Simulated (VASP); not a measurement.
Input of a VASP 6.6.1 run:

The input INCAR:

```
SYSTEM = Al2O3
  PREC = Accurate
  ENCUT = 520
  EDIFF = 1E-6
  ISMEAR = 0
  SIGMA = 0.05
  LREAL = .FALSE.
  LASPH = .TRUE.
  NELM = 80
  ALGO = Normal
  ISIF = 2
  LWAVE = .FALSE.
  LCHARG = .FALSE.
  GGA = PS
  NBANDS = 35
```

KPOINTS

```
regular mesh
0
G
  6 6 6
  0 0 0
```

Contents of POSCAR:

```
Al2O3
1.0
    2.3191471608      1.3389602376      4.1038082060
   -2.3191471608      1.3389602376      4.1038082060
    0.0000000000     -2.6779204752      4.1038082060
Al O
4 6
Direct
    0.8520350473      0.8520350473      0.8520350473
    0.6479649527      0.6479649527      0.6479649527
    0.1479649527      0.1479649527      0.1479649527
    0.3520350473      0.3520350473      0.3520350473
    0.0558571577      0.4441428423      0.7500000000
    0.7500000000      0.0558571577      0.4441428423
    0.4441428423      0.7500000000      0.0558571577
    0.9441428423      0.5558571577      0.2500000000
    0.2500000000      0.9441428423      0.5558571577
    0.5558571577      0.2500000000      0.9441428423
```

Potentials or basis: VASP PAW PBE potentials, release 64 (Al, O).

Run with:

```bash
$ cat potpaw_PBE.64/Al/POTCAR potpaw_PBE.64/O/POTCAR > POTCAR
$ mpirun -np 1 vasp_std > vasp.out
```

(1) What does it give for the largest force?

(2) Predict the pressure.

Results:

(1) 0.266 eV/Å.

(2) 34.5 GPa.

Caveat: the PAW data sets were made with another functional, which shifts forces and pressure a little.
